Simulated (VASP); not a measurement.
**W: relaxation of cell and atoms with PBEsol**

Crystal: W.

```
W
1.0
    -1.58234    1.58234    1.58234
     1.58234   -1.58234    1.58234
     1.58234    1.58234   -1.58234
W
1
Cartesian
  0.0000 0.0000 0.0000
```

| Property | Result |
| --- | --- |
| Program | VASP 6.6.1 |
| Task | relaxation of cell and atoms |
| Functional | PBEsol |
| Potentials or basis | VASP PAW PBE potentials, release 64 (W_sv) |
| Cutoff | 600 eV |
| k mesh | 12 × 12 × 12 |
| Occupations | fermi-dirac, width 0.1 eV |
| Spin | no spin polarisation |
| Dipole correction | no |
| Further INCAR settings | ALGO = Normal; EDIFF = 1e-06; IBRION = 2; EDIFFG = -0.03; NSW = 80; ISIF = 3 |

```yaml
Relaxed_volume: 15.73 Å³/atom
Relaxed_cell: a = 2.734 Å, b = 2.734 Å, c = 2.734 Å, α = 109.47°, β = 109.47°, γ = 109.47°
Space_group_after_relaxing_to_0.05_Å: Im-3m (No. 229)
Energy_gained_by_relaxing: 0.9 meV/atom
Ionic_steps: 3
Pressure_after_relaxing: 0.0 GPa
Band_gap_on_the_k_mesh: zero (band 7 reaches 16.63 eV, above the bottom of band 8 at 10.14 eV)
```

Step by step:
```
step  energy change (eV)  largest force (eV/Å)  pressure (GPa)  volume (Å³)
   1              0.0000                0.0000           -2.44        15.85
   2              0.0112                0.0000            9.37        15.30
   3             -0.0009                0.0000            0.00        15.73
```

Final structure:
```
W
1.0
    -1.57832    1.57832    1.57832
     1.57832   -1.57832    1.57832
     1.57832    1.57832   -1.57832
W
1
Direct
  0.00000 0.00000 0.00000
```

Levels at points of the mesh, in eV from the Fermi level:
| k point | band 4 | band 5 | band 6 | band 7 | band 8 | band 9 | band 10 | band 11 |
| --- | --- | --- | --- | --- | --- | --- | --- | --- |
| (0.00, 0.00, 0.00) | -37.61 | -9.63 | -1.18 | -1.18 | -1.18 | 2.33 | 2.33 | 14.63 |
| (0.50, 0.00, 0.00) | -37.62 | -6.27 | -3.54 | 0.79 | 2.23 | 3.22 | 6.31 | 11.59 |
| (0.50, 0.50, 0.50) | -38.54 | -5.85 | -5.85 | 5.31 | 5.31 | 5.31 | 8.39 | 8.39 |

Wall time 38 s on 1 thread of Intel(R) Xeon(R) Platinum 8375C CPU @ 2.90GHz (Ice Lake), with other jobs on the host, peak memory 0.15 GiB.

Caveat: the PAW data sets were made with another functional, which shifts forces and pressure a little; spin-orbit coupling is left out, which moves the levels of the heavy elements.
